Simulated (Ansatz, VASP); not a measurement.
**Na: VASP beside Ansatz**

INCAR

```
SYSTEM = Na
PREC = Accurate
ENCUT = 520
EDIFF = 1E-7
ISMEAR = -1
SIGMA = 0.1
LREAL = .False.
LASPH = .True.
NELM = 80
ALGO = Normal
ISIF = 2
LWAVE = .False.
LCHARG = .False.
GGA = PS
NBANDS = 14
```

Contents of KPOINTS:

```
Automatic mesh
0
Gamma
  8 8 8
  0 0 0
```

Contents of POSCAR:

```
Na
1.0
    0.0000000000      3.5858799557      3.5858799557
    3.5858799557      0.0000000000      3.5858799557
    3.5858799557      3.5858799557      0.0000000000
Na
2
Direct
    0.1250000000      0.1250000000      0.1250000000
    0.8750000000      0.8750000000      0.8750000000
```

Input for Ansatz:

```yaml
crystal:
  lattice:
    - [0.0, 3.5858799557, 3.5858799557]
    - [3.5858799557, 0.0, 3.5858799557]
    - [3.5858799557, 3.5858799557, 0.0]
  atoms:
    - { symbol: Na, position: [0.125, 0.125, 0.125] }
    - { symbol: Na, position: [0.875, 0.875, 0.875] }
hamiltonian:
  xc: pbesol
  pseudopotentials:
    kind: paw
    azcp:
      Na: "pseudopotentials/Na.paw.azcp"
basis:
  ecutwfc: 420
  fft_grid_basis: typed
kpoints:
  mp_grid: { grid: [8, 8, 8], shift: [0, 0, 0] }
magnetization:
  spin_polarized: false
scf:
  occupations: { method: fermi_dirac, width: 0.1 }
  lower_state_search: "off"
output:
  stress: true
```

Alike in both runs: task single point; functional PBEsol; k mesh 8 × 8 × 8; occupations fermi-dirac, width 0.1 eV; no spin polarisation.

|  | VASP | Ansatz |
| --- | --- | --- |
| version | VASP 6.6.1 | Ansatz 0.2.0 |
| potentials or method | VASP PAW PBE potentials, release 64 (Na_pv), cutoff 520 eV | plane waves (420 eV) with PAW, scalar-relativistic |
| valence electrons in the cell | 14 | 18 |

```tsv
	VASP	Ansatz	Ansatz less VASP
pressure (GPa)	0.5	0.5	0.00
```

VASP's potentials were made for PBE, not for PBEsol, and Ansatz warns of the same on its side. VASP's potentials hold 14 valence electrons a cell and Ansatz's 18, so a difference there can come from the potentials and not from the codes.
